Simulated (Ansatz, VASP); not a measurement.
Mo in VASP and in Ansatz

Contents of INCAR:

```
ALGO = Normal ; EDIFF = 1E-6
ENCUT = 520 ; GGA = PE
ISIF = 2 ; ISMEAR = 0
LASPH = True ; LCHARG = False
LREAL = False ; LWAVE = False
NBANDS = 13 ; NELM = 80
PREC = Accurate ; SIGMA = 0.15
```

Contents of KPOINTS:

```
k-points
0
Gamma
  21 21 18
```

POSCAR

```
Mo
1.0
    2.7765430532      0.0000000000      0.0000000000
   -1.3882715266      2.4045568187      0.0000000000
    0.0000000000      0.0000000000      2.5935084105
Mo
1
Direct
    0.0000000000      0.0000000000      0.5000000000
```

Input for Ansatz:

```yaml
crystal:
  lattice:
    - [2.7765430532, 0.0, 0.0]
    - [-1.3882715266, 2.4045568187, 0.0]
    - [0.0, 0.0, 2.5935084105]
  atoms:
    - { symbol: Mo, position: [0.0, 0.0, 0.5] }
basis:
  ecutwfc: 420
kpoints:
  mp_grid: { grid: [21, 21, 18] }
hamiltonian:
  xc: pbe
scf:
  occupations: { method: gaussian, width: 0.15 }
output:
  forces: true
  stress: true
  eigenvalues: true
```

Change from the starting cell: strain +0.015 along x and y, +0.015 along z, atoms carried along.

Alike in both runs: task single point; functional PBE; k mesh 21 × 21 × 18; occupations gaussian, width 0.15 eV; no spin polarisation.

```csv
,VASP,Ansatz
version,VASP 6.6.1,Ansatz 0.2.0
potentials or method,"VASP PAW PBE potentials, release 64 (Mo_sv), cutoff 520 eV","scalar-relativistic, plane waves, PAW"
valence electrons in the cell,14,14
```

```tsv
	VASP	Ansatz	Ansatz less VASP
gap on the k mesh at the Fermi level (eV)	none	none	-
pressure (GPa)	-5.2	-5.6	-0.42
traceless stress, the component that is largest in VASP (GPa)	-4.35	-4.43	-0.082
```

A gap of «none» marks a metal or a gap that the smearing closes.
